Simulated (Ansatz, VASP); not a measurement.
One calculation of NiO, two programs

```
Ni O
1.0
     0.00000    2.09131    2.09131
     2.09131    0.00000    2.09131
     2.09131    2.09131    0.00000
Ni O
1 1
Direct
  0.00000 0.00000 0.00000
  0.50000 0.50000 0.50000
```

Alike in both runs: task single point; functional LDA; k mesh 12 × 12 × 12; occupations gaussian, width 0.05 eV; collinear spin; Hubbard terms Ni d U = 4.2 eV.

|  | VASP | Ansatz |
| --- | --- | --- |
| version | VASP 6.6.1 | Ansatz 0.2.0 |
| potentials or method | VASP PAW LDA potentials, release 64 (Ni, O), cutoff 520 eV | scalar-relativistic, plane waves, PAW |
| valence electrons in the cell | 16 | 24 |

|  | VASP | Ansatz | Ansatz less VASP |
| --- | --- | --- | --- |
| gap on the k mesh at the Fermi level (eV) | 0.78 | 0.70 | -0.084 |
| least direct gap on the mesh (eV) | 1.69 | 1.62 | -0.068 |
| pressure (GPa) | -14.8 | -7.9 | +6.88 |
| net moment per atom (μB) | 1.00 | 1.00 | 0.000 |
| size of the moment on the site where the two differ most (μB) | 1.71 | 1.64 | -0.067 |

LDA's correlation is that of Perdew and Zunger in VASP and of Perdew and Wang (1992) in Ansatz. Site moments also hang on the region over which each program counts them. The programs project onto different local orbitals, so the same U acts differently, and such runs can settle in different states. VASP's potentials hold 16 valence electrons a cell and Ansatz's 24, so a difference there can come from the potentials and not from the codes. Ansatz's warnings: stability check not made.
